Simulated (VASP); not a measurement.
# CuAu (P4/mmm) in VASP: notebook

Runs on CuAu. Level: r2SCAN. Tasks: single point.

Program: VASP 6.6.1. These are calculated values, not measurements. Logs are shortened: lines on timing, memory, paths and dates and some standing lists are left out, and cuts for length are marked.

### 1 The cell of the first run

The structure is tetragonal, space group P4/mmm (No. 123). The conventional cell has a = 2.775 Å, b = 2.775 Å, c = 3.571 Å, α = 90.00°, β = 90.00°, γ = 90.00°. Within 3.5 Å of Au (site symmetry 4/mmm) lie 8 Cu at 2.65 Å and 4 Au at 2.77 Å. Within 3.5 Å of Cu (site symmetry 4/mmm) lie 8 Au at 2.65 Å and 4 Cu at 2.77 Å.

### 2 Single point, r2SCAN

POSCAR reads:

```
CuAu
1.0
    2.7748378674      0.0000000000      0.0000000000
    0.0000000000      2.7748378674      0.0000000000
    0.0000000000      0.0000000000      3.5709069320
Au Cu
1 1
Direct
    0.0000000000      0.0000000000      0.0000000000
    0.5000000000      0.5000000000      0.5000000000
```

INCAR.step1 reads:

```
ALGO = Normal
EDIFF = 1E-4
ENCUT = 520
GGA = PE
ISMEAR = -1
LASPH = T
LCHARG = F
LREAL = F
LWAVE = T
NBANDS = 18
NELM = 60
PREC = Accurate
SIGMA = 0.05
```

INCAR.step2 reads:

```
ALGO = Normal
EDIFF = 1E-6
ENCUT = 520
ISIF = 2
ISMEAR = -1
ISTART = 1
LASPH = T
LCHARG = F
LMIXTAU = T
LREAL = F
LWAVE = F
METAGGA = R2SCAN
NBANDS = 18
NELM = 60
PREC = Accurate
SIGMA = 0.05
```

KPOINTS reads:

```
k-points
0
Gamma
  9 9 7
```

Potentials or basis: VASP PAW PBE potentials, release 64 (Au, Cu).

Command:

```
$ cat potpaw_PBE.64/Au/POTCAR potpaw_PBE.64/Cu/POTCAR > POTCAR
$ cp INCAR.step1 INCAR
$ mpirun -np 1 vasp_std > vasp.out
$ cp INCAR.step2 INCAR
$ mpirun -np 1 vasp_std > vasp.out
```

OUTCAR:

```text
EDIFF = 1E-6
   ENCUT = 520
   ISIF = 2
   ISMEAR = -1
   ISTART = 1
   LASPH = T
   LREAL = F
   METAGGA = R2SCAN
   NELM = 60
   PREC = Accurate

 ion  position               nearest neighbor table
   1  0.000  0.000  0.000-   2 2.65   2 2.65   2 2.65   2 2.65   2 2.65   2 2.65   2 2.65   2 2.65

   2  0.500  0.500  0.500-   1 2.65   1 2.65   1 2.65   1 2.65   1 2.65   1 2.65   1 2.65   1 2.65

  LATTYP: Found a simple tetragonal cell.
 ALAT       =     2.7748378674
 C/A-ratio  =     1.2868884968

  Lattice vectors:

 A1 = (   2.7748378674,   0.0000000000,   0.0000000000)
 A2 = (   0.0000000000,   2.7748378674,   0.0000000000)
 A3 = (   0.0000000000,   0.0000000000,   3.5709069320)

Analysis of symmetry for initial positions (statically):
=====================================================================
 Subroutine PRICEL returns:
 Original cell was already a primitive cell.

 Routine SETGRP: Setting up the symmetry group for a
 simple tetragonal supercell.

 Subroutine GETGRP returns: Found 16 space group operations
 (whereof 16 operations were pure point group operations)
 out of a pool of 16 trial point group operations.

The static configuration has the point symmetry D_4h.

Analysis of symmetry for dynamics (positions and initial velocities):
=====================================================================
 Subroutine PRICEL returns:
 Original cell was already a primitive cell.

 Routine SETGRP: Setting up the symmetry group for a
 simple tetragonal supercell.

 Subroutine GETGRP returns: Found 16 space group operations
 (whereof 16 operations were pure point group operations)
 out of a pool of 16 trial point group operations.

The dynamic configuration has the point symmetry D_4h.

 Subroutine INISYM returns: Found 16 space group operations
 (whereof 16 operations are pure point group operations),
 and found     1 'primitive' translations

----------------------------------------------------------------------------------------

                                     Primitive cell

  volume of cell :      27.4950

  direct lattice vectors                    reciprocal lattice vectors
     2.774837867  0.000000000  0.000000000     0.360381416  0.000000000  0.000000000
     0.000000000  2.774837867  0.000000000     0.000000000  0.360381416  0.000000000
     0.000000000  0.000000000  3.570906932     0.000000000  0.000000000  0.280040903

  length of vectors
     2.774837867  2.774837867  3.570906932     0.360381416  0.360381416  0.280040903

  position of ions in fractional coordinates (direct lattice)
     0.000000000  0.000000000  0.000000000
     0.500000000  0.500000000  0.500000000

  ion indices of the primitive-cell ions
   primitive index   ion index
                 1           1
                 2           2

----------------------------------------------------------------------------------------

 KPOINTS: k-points

Automatic generation of k-mesh.
 Grid dimensions read from file:
 generate k-points for:    9    9    7

 Generating k-lattice:

  Cartesian coordinates                     Fractional coordinates (reciprocal lattice)
     0.040042380  0.000000000  0.000000000     0.111111111  0.000000000  0.000000000
     0.000000000  0.040042380  0.000000000     0.000000000  0.111111111  0.000000000
     0.000000000  0.000000000  0.040005843     0.000000000  0.000000000  0.142857143

  Length of vectors
     0.040042380  0.040042380  0.040005843

  Shift w.r.t. Gamma in fractional coordinates (k-lattice)
     0.000000000  0.000000000  0.000000000

 Subroutine IBZKPT returns following result:
 ===========================================

 Found     60 irreducible k-points:

 Following reciprocal coordinates:
            Coordinates               Weight
  0.000000  0.000000  0.000000      1.000000
  0.111111  0.000000  0.000000      4.000000
  0.222222  0.000000  0.000000      4.000000
  0.333333  0.000000  0.000000      4.000000
  0.444444  0.000000  0.000000      4.000000
  0.111111  0.111111  0.000000      4.000000
[... 16 lines left out ...]
  0.333333  0.111111  0.142857     16.000000
  0.444444  0.111111  0.142857     16.000000
 [... further k-points ...]
   k-points           NKPTS =     60   k-points in BZ     NKDIM =     60   number of bands    NBANDS=     18
   number of dos      NEDOS =    301   number of ions     NIONS =      2
   total plane-waves  NPLWV =  16128
   dimension x,y,z NGX =    24 NGY =   24 NGZ =   28
   dimension x,y,z NGXF=    48 NGYF=   48 NGZF=   56
   ions per type =               1   1
   NGX,Y,Z   is equivalent  to a cutoff of  14.38, 14.38, 13.04 a.u.
   NGXF,Y,Z  is equivalent  to a cutoff of  28.76, 28.76, 26.07 a.u.
 SYSTEM =  unknown system
   PREC   = accura    normal or accurate (medium, high low for compatibility)
   ISTART =      1    job   : 0-new  1-cont  2-samecut
   ICHARG =      0    charge: 1-file 2-atom 10-const
   ISPIN  =      1    spin polarized calculation?
   LNONCOLLINEAR =      F non collinear calculations
   LSORBIT =      F    spin-orbit coupling
   LASPH  =      T    aspherical Exc in radial PAW
   ENCUT  =  520.0 eV  38.22 Ry    6.18 a.u.   5.16  5.16  6.64*2*pi/ulx,y,z
   NELM   =     60;   NELMIN=  2; NELMDL=  0     # of ELM steps
   EDIFF  = 0.1E-05   stopping-criterion for ELM
   LREAL  =      F    real-space projection
   EDIFFG = 0.1E-04   stopping-criterion for IOM
   NSW    =      0    number of steps for IOM
   IBRION =     -1    ionic relax: 0-MD 1-quasi-New 2-CG
   NFREE  =      0    steps in history (QN), initial steepest desc. (CG)
   ISIF   =      2    stress and relaxation
   ISYM   =      2    0-nonsym 1-usesym 2-fastsym
   POTIM  = 0.5000    time-step for ionic-motion
   TEBEG  =    0.0;   TEEND  =   0.0 temperature during run
   PSTRESS=    0.0 pullay stress
   NELECT =      22.0000    total number of electrons
   NUPDOWN=      -1.0000    fix difference up-down
   EMIN   =  10.00;   EMAX   =-10.00  energy-range for DOS
   EFERMI =   0.00;   METHOD = LEGACY
   ISMEAR =    -1;   SIGMA  =   0.05  broadening in eV -4-tet -1-fermi 0-gaus
   EFERMI_NEDOS =   21; number of points for ismear=-14 and -15
   IALGO  =     38    algorithm
   IMIX   =      4    mixing-type and parameters
     AMIX     =   0.40;   BMIX     =  1.00
     AMIX_MAG =   1.60;   BMIX_MAG =  1.00
  volume/ion in A,a.u.               =      13.75        92.77
  Fermi-wavevector in a.u.,A,eV,Ry     =   1.519840  2.872081 31.428274  2.309913
  Thomas-Fermi vector in A             =   2.628771
   LORBIT       =      0    0 simple, 1 ext, 2 COOP (PROOUT), +10 PAW based schemes
   METAGGA = R2SCAN    functional components
   LHFCALC =     F    Hartree Fock is set to
   AEXX    =    0.0000 exact exchange contribution
   IVDW    =     0    specifies the selected vdW correction
   LEPSILON=     F    determine dielectric tensor
   LRPA    =     F    only Hartree local field effects (RPA)
 non-spin polarized calculation
  energy-cutoff  :      520.00
  volume of cell :       27.50
 maximum number of plane-waves:       755
 NGX is ok and might be reduce to    24
   NGX = 11   NGY = 11   NGZ = 13

 number of electron      22.0000003 magnetization

 Free energy of the ion-electron system (eV)
  ---------------------------------------------------
  ext. energy  EPLUGINS =         0.00000000
  ---------------------------------------------------
  free energy    TOTEN  =       -61.50849730 eV

  energy without entropy =      -61.50510483  energy(sigma->0) =      -61.50680107

 E-fermi :   9.4983     XC(G=0): -14.0067

 val. band max:        9.4972127406   @ k =   0.1111   0.1111   0.2857
 cond. band min:       9.5024007799   @ k =   0.3333   0.1111   0.4286
 fundamental gap:      0.0051880393
 Fermi energy:         9.4982603765

 k-point     1 :       0.0000    0.0000    0.0000
  band No.  band energies     occupation
      1      -1.1728      2.00000
      2       2.0826      2.00000
      3       2.2682      2.00000
      4       4.9069      2.00000
      5       4.9069      2.00000
      6       6.0371      2.00000
[... 10 lines left out ...]
     17      27.5521      0.00000
     18      27.8084      0.00000

 k-point     2 :       0.1111    0.0000    0.0000
  band No.  band energies     occupation
      1      -0.8652      2.00000
      2       2.2332      2.00000
      3       2.4522      2.00000
      4       4.7222      2.00000
      5       4.9814      2.00000
      6       5.9035      2.00000
[... 10 lines left out ...]
     17      27.9445      0.00000
     18      29.5987      0.00000

 k-point     3 :       0.2222    0.0000    0.0000
  band No.  band energies     occupation
      1      -0.0238      2.00000
      2       2.5356      2.00000
      3       3.0772      2.00000
      4       4.2407      2.00000
      5       5.1907      2.00000
      6       5.5519      2.00000
[... 10 lines left out ...]
     17      27.3848      0.00000
     18      29.5181      0.00000

 k-point     4 :       0.3333    0.0000    0.0000
  band No.  band energies     occupation
      1       1.0803      2.00000
      2       2.9380      2.00000
      3       3.7022      2.00000
      4       3.9181      2.00000
      5       5.1463      2.00000
      6       5.4848      2.00000
[... 10 lines left out ...]
     17      25.2077      0.00000
     18      28.0068      0.00000

 k-point     5 :       0.4444    0.0000    0.0000
  band No.  band energies     occupation
      1       1.9029      2.00000
      2       3.3679      2.00000
      3       3.3685      2.00000
      4       4.4656      2.00000
      5       4.8858      2.00000
      6       5.7434      2.00000
[... 10 lines left out ...]
     17      26.5556      0.00000
     18      26.5858      0.00000

 k-point     6 :       0.1111    0.1111    0.0000
  band No.  band energies     occupation
      1      -0.5583      2.00000
      2       2.4403      2.00000
      3       2.5720      2.00000
      4       4.6479      2.00000
      5       4.9062      2.00000
      6       5.7332      2.00000
[... 10 lines left out ...]
     17      28.3661      0.00000
     18      29.2888      0.00000

 k-point     7 :       0.2222    0.1111    0.0000
  band No.  band energies     occupation
      1       0.2764      2.00000
      2       2.7639      2.00000
      3       3.1402      2.00000
      4       4.2049      2.00000
      5       4.9346      2.00000
      6       5.3347      2.00000
[... 10 lines left out ...]
     17      27.6697      0.00000
     18      30.3820      0.00000

 k-point     8 :       0.3333    0.1111    0.0000
  band No.  band energies     occupation
      1       1.3709      2.00000
      2       3.1224      2.00000
      3       3.6595      2.00000
      4       3.7805      2.00000
      5       4.9826      2.00000
      6       5.1093      2.00000
[... 10 lines left out ...]
     17      25.2414      0.00000
     18      27.9122      0.00000
[... 229 lines left out ...]
     17      26.5730      0.00000
     18      28.6051      0.00000

 k-point    20 :       0.4444    0.0000    0.1429
  band No.  band energies     occupation
      1       1.9467      2.00000
      2       2.8236      2.00000
      3       3.6294      2.00000
      4       4.7746      2.00000
      5       5.1041      2.00000
      6       5.4952      2.00000
[... 10 lines left out ...]
     17      26.7309      0.00000
     18      26.7958      0.00000

 k-point    21 :       0.1111    0.1111    0.1429
  band No.  band energies     occupation
      1      -0.2923      2.00000
      2       2.4894      2.00000
      3       2.6781      2.00000
      4       4.6666      2.00000
      5       4.8692      2.00000
      6       5.7443      2.00000
[... 10 lines left out ...]
     17      28.0223      0.00000
     18      29.9999      0.00000

 k-point    22 :       0.2222    0.1111    0.1429
  band No.  band energies     occupation
      1       0.5168      2.00000
      2       2.8110      2.00000
      3       3.2435      2.00000
      4       4.1794      2.00000
      5       4.8358      2.00000
      6       5.2945      2.00000
[... 10 lines left out ...]
     17      28.2883      0.00000
     18      29.3724      0.00000

 k-point    23 :       0.3333    0.1111    0.1429
  band No.  band energies     occupation
      1       1.5216      2.00000
      2       3.0526      2.00000
      3       3.6005      2.00000
      4       4.0389      2.00000
      5       4.8434      2.00000
      6       5.1178      2.00000
[... 10 lines left out ...]
     17      27.5906      0.00000
     18      28.3908      0.00000

 k-point    24 :       0.4444    0.1111    0.1429
  band No.  band energies     occupation
      1       2.2983      2.00000
      2       2.8760      2.00000
      3       3.6444      2.00000
      4       4.0110      2.00000
      5       4.9205      2.00000
      6       5.5965      2.00000
[... 10 lines left out ...]
     17      25.7085      0.00000
     18      26.4442      0.00000

 [... further k-points ...]
[... 5 lines left out ...]
  --------------------------------------------------------------------------------------
  -------------------------------------------------------------------------------------
  Total        1.7619218      1.7619218      1.7470959      0.0000000      0.0000000     -0.0000000
  in kB      102.6699742    102.6699742    101.8060461      0.0000000      0.0000000     -0.0000000
  external PRESSURE =     102.3819981 kB  Pullay stress =       0.0000000 kB

 VOLUME and BASIS-vectors are now :
 -----------------------------------------------------------------------------
  energy-cutoff  :      520.00
  volume of cell :       27.50
      direct lattice vectors                 reciprocal lattice vectors
     2.774837867  0.000000000  0.000000000     0.360381416  0.000000000  0.000000000
     0.000000000  2.774837867  0.000000000     0.000000000  0.360381416  0.000000000
     0.000000000  0.000000000  3.570906932     0.000000000  0.000000000  0.280040903

 POSITION                                       TOTAL-FORCE (eV/Angst)
 -----------------------------------------------------------------------------------
      0.00000      0.00000      0.00000         0.000000      0.000000      0.000000
      1.38742      1.38742      1.78545         0.000000      0.000000      0.000000
 -----------------------------------------------------------------------------------
    total drift:                                0.000000      0.000000     -0.000000

  FREE ENERGIE OF THE ION-ELECTRON SYSTEM (eV)
  ---------------------------------------------------
  free  energy   TOTEN  =       -61.5084973025 eV

  energy  without entropy=      -61.5051048344  energy(sigma->0) =      -61.50680107
```

It took 72 s on 1 thread of Intel Xeon 6975P-C (Granite Rapids), shared host; peak memory 0.16 GiB.

What came out:

- Free energy: -61.5085 eV
- Pressure: 10.2 GPa
- Band gap on the k mesh: zero (band 11 reaches 13.21 eV, above the bottom of band 12 at 7.25 eV)

Caveat: the PAW data sets were made with another functional, which shifts forces and pressure a little; spin-orbit coupling is left out, which moves the levels of the heavy elements.

### 3 Single point, r2SCAN

This run uses another cell than the first one, of 14.10 Å³/atom, 1.026 times its volume.

POSCAR reads:

```
CuAu
1.0
    2.7949221758      0.0000000000      0.0000000000
    0.0000000000      2.7949221758      0.0000000000
    0.0000000000      0.0000000000      3.6098293919
Au Cu
1 1
Direct
    0.0000000000      0.0000000000      0.0000000000
    0.5000000000      0.5000000000      0.5000000000
```

INCAR.step1 reads:

```
SYSTEM = CuAu
PREC     = Accurate       ! precision mode
ENCUT    = 520            ! plane-wave cutoff, eV
ISMEAR   = -1             ! smearing method
SIGMA    = 0.05           ! smearing width, eV
LREAL    = .False.        ! projectors in reciprocal space
LASPH    = .True.         ! aspherical terms in the spheres
NELM     = 100            ! most SCF steps
NBANDS   = 18             ! bands
GGA      = PE             ! functional
ALGO     = Normal         ! electronic algorithm
EDIFF    = 1E-4           ! SCF threshold, eV
LWAVE    = .True.         ! write WAVECAR
LCHARG   = .False.        ! write CHGCAR
```

INCAR.step2 reads:

```
SYSTEM = CuAu
PREC     = Accurate       ! precision mode
ENCUT    = 520            ! plane-wave cutoff, eV
EDIFF    = 1E-7           ! SCF threshold, eV
ISMEAR   = -1             ! smearing method
SIGMA    = 0.05           ! smearing width, eV
LREAL    = .False.        ! projectors in reciprocal space
LASPH    = .True.         ! aspherical terms in the spheres
NELM     = 100            ! most SCF steps
ALGO     = Normal         ! electronic algorithm
ISIF     = 2              ! what is computed and relaxed
LWAVE    = .False.        ! write WAVECAR
LCHARG   = .True.         ! write CHGCAR
METAGGA  = R2SCAN         ! meta-GGA
LMIXTAU  = .True.       
LELF     = .True.         ! ELF
LVHAR    = .True.       
NBANDS   = 18             ! bands
ISTART   = 1
```

KPOINTS reads:

```
regular mesh
0
Gamma
  9 9 7
  0 0 0
```

Potentials or basis: VASP PAW PBE potentials, release 64 (Au, Cu).

Command:

```
$ cat potpaw_PBE.64/Au/POTCAR potpaw_PBE.64/Cu/POTCAR > POTCAR
$ cp INCAR.step1 INCAR
$ mpirun -np 1 vasp_std > vasp.out
$ cp INCAR.step2 INCAR
$ mpirun -np 1 vasp_std > vasp.out
```

Wall time 89 s (1 thread of Intel Xeon 6975P-C (Granite Rapids), shared host); peak memory 0.17 GiB.

The run converged. Its results:

* Free energy: -61.5437 eV
* Pressure: 5.4 GPa
* Band gap on the k mesh: zero (band 11 reaches 12.74 eV, above the bottom of band 12 at 6.91 eV)

Levels at points of the mesh, in eV from the Fermi level:
| k point | band 8 | band 9 | band 10 | band 11 | band 12 | band 13 | band 14 | band 15 |
| --- | --- | --- | --- | --- | --- | --- | --- | --- |
| (0.00, 0.00, 0.00) | -2.35 | -1.88 | -1.62 | -1.62 | 2.41 | 9.02 | 10.47 | 10.47 |

Caveat: the PAW data sets were made with another functional, which shifts forces and pressure a little; spin-orbit coupling is left out, which moves the levels of the heavy elements.
